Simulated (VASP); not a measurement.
A run of VASP 6.6.1 is set up as follows.

INCAR

```
ALGO     = Normal         # electronic algorithm
EDIFF    = 1E-6           # SCF threshold, eV
ENCUT    = 520            # plane-wave cutoff, eV
GGA      = PE             # functional
ISIF     = 2              # what is computed and relaxed
ISMEAR   = 0              # smearing method
LASPH    = True           # aspherical terms in the spheres
LCHARG   = False          # write CHGCAR
LREAL    = False          # projectors in reciprocal space
LWAVE    = False          # write WAVECAR
NBANDS   = 30             # bands
NELM     = 100            # most SCF steps
PREC     = Accurate       # precision mode
SIGMA    = 0.1            # smearing width, eV
```

KPOINTS

```
k-points
0
Gamma
  12 12 4
```

POSCAR

```
YZnC2N2
1.0
    3.1560695018     -1.6919359845      0.0075572490
    3.1560695018      1.6919359845      0.0075572490
   -0.0427318678      0.0000000000      9.4791870524
Y Zn C N
1 1 2 2
Direct
    0.5000000000      0.5000000000      0.5000000000
    0.0000000000      0.0000000000      0.0000000000
    0.9998497420      0.9998497420      0.1943158710
    0.0001502580      0.0001502580      0.8056841290
   -0.0000301320     -0.0000301320      0.3210596036
    1.0000301320      1.0000301320      0.6789403964
```

Potentials or basis: VASP PAW PBE potentials, release 64 (Y_sv, Zn, C, N).

Launch:

```sh
$ cat potpaw_PBE.64/Y_sv/POTCAR potpaw_PBE.64/Zn/POTCAR potpaw_PBE.64/C/POTCAR potpaw_PBE.64/N/POTCAR > POTCAR
$ mpirun -np 1 vasp_std > vasp.out
```

**Question.** What does it give for the largest force?

**Answer.** 0.256 eV/Å.

**Question.** Estimate the band gap on the k mesh.

**Answer.** Zero (an odd number of electrons rules out a gap without spin polarisation).

**Question.** What does it give for the pressure?

**Answer.** 0.4 GPa.

Forces in eV/Å, atoms in the order of the input:
```
Y    0.000  0.000  0.000
Zn   0.000  0.000  0.000
C    0.002  0.000 -0.186
C   -0.002  0.000  0.186
N   -0.002  0.000  0.256
N    0.002  0.000 -0.256
```
